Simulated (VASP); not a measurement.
**BaAlAgC6N6: single point with PBE**

BaAlAgC6N6:

```xyz
15
Lattice="0.0000 5.6285 5.6285 5.6285 0.0000 5.6285 5.6285 5.6285 0.0000" Properties=species:S:1:pos:R:3 pbc="T T T"
Ba    8.4428    8.4428    8.4428
Al    0.0000    0.0000    0.0000
Ag    5.6285    5.6285    5.6285
C     2.0573    5.6285    5.6285
C     5.6285    5.6285    2.0573
C     5.6285    9.1997    5.6285
C     9.1997    5.6285    5.6285
C     5.6285    5.6285    9.1997
C     5.6285    2.0573    5.6285
N     3.2256    5.6285    5.6285
N     5.6285    5.6285    3.2256
N     5.6285    8.0314    5.6285
N     8.0314    5.6285    5.6285
N     5.6285    5.6285    8.0314
N     5.6285    3.2256    5.6285
```

| Property | Result |
| --- | --- |
| Program | VASP 6.6.1 |
| Task | single point |
| Functional | PBE |
| Potentials or basis | VASP PAW PBE potentials, release 64 (Ba_sv, Al, Ag, C, N) |
| Cutoff | 520 eV |
| k mesh | 4 × 4 × 4 |
| Occupations | gaussian, width 0.1 eV |
| Spin | no spin polarisation |
| Dipole correction | no |
| Further INCAR settings | LREAL = Auto; ALGO = Normal; EDIFF = 1e-06; NBANDS = 52 |

```yaml
Pressure: 0.6 GPa
Largest_force: 0.402 eV/Å
Band_gap_on_the_k_mesh: 1.63 eV (least direct gap 1.64 eV)
```

Forces in eV/Å, atoms in the order of the input:
```
Ba   0.000  0.000  0.000
Al   0.000  0.000  0.000
Ag   0.000  0.000  0.000
C   -0.402  0.000  0.000
C    0.000  0.000 -0.402
C    0.000  0.402  0.000
C    0.402  0.000  0.000
C    0.000  0.000  0.402
C    0.000 -0.402  0.000
N    0.394  0.000  0.000
N    0.000  0.000  0.394
N    0.000 -0.394  0.000
N   -0.394  0.000  0.000
N    0.000  0.000 -0.394
N    0.000  0.394  0.000
```

Levels at points of the mesh, in eV from the valence-band top:
```tsv
k point	band 37	band 38	band 39	band 40	band 41	band 42
(0.00, 0.00, 0.00)	-1.59	-0.01	-0.01	1.63	1.63	1.63
(0.50, 0.00, 0.00)	-1.48	-0.09	-0.09	1.74	1.74	1.77
(0.50, 0.50, 0.00)	-1.44	-0.14	0.00	1.80	1.84	1.97
```

Run time: 2.5 min on 1 thread of Intel(R) Xeon(R) 6975P-C (Granite Rapids), on a shared host, peak memory 0.54 GiB.

Caveat: spin-orbit coupling is left out, which moves the levels of the heavy elements. A k mesh can miss the band edges.
